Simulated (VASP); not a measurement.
A run of VASP 6.6.1 is set up as follows.

Contents of INCAR:

```
  ALGO = Normal
  EDIFF = 1E-6
  ENCUT = 520
  GGA = PS
  ISIF = 2
  ISMEAR = -1
  LASPH = True
  LCHARG = False
  LREAL = False
  LWAVE = False
  NBANDS = 12
  NELM = 60
  PREC = Accurate
  SIGMA = 0.05
```

The input KPOINTS:

```
k-points
0
Gamma
  28 28 28
```

The input POSCAR:

```
Cu
1.0
    0.0000000000      1.7815899574      1.7815899574
    1.7815899574      0.0000000000      1.7815899574
    1.7815899574      1.7815899574      0.0000000000
Cu
1
Direct
    0.0000000000      0.0000000000      0.0000000000
```

Potentials or basis: VASP PAW PBE potentials, release 64 (Cu).

Launch:

```console
$ cat potpaw_PBE.64/Cu/POTCAR > POTCAR
$ mpirun -np 1 vasp_std > vasp.out
```

Problem. What does it give for the pressure?

Solution. 0.7 GPa.

Caveat: the PAW data sets were made with another functional, which shifts forces and pressure a little.
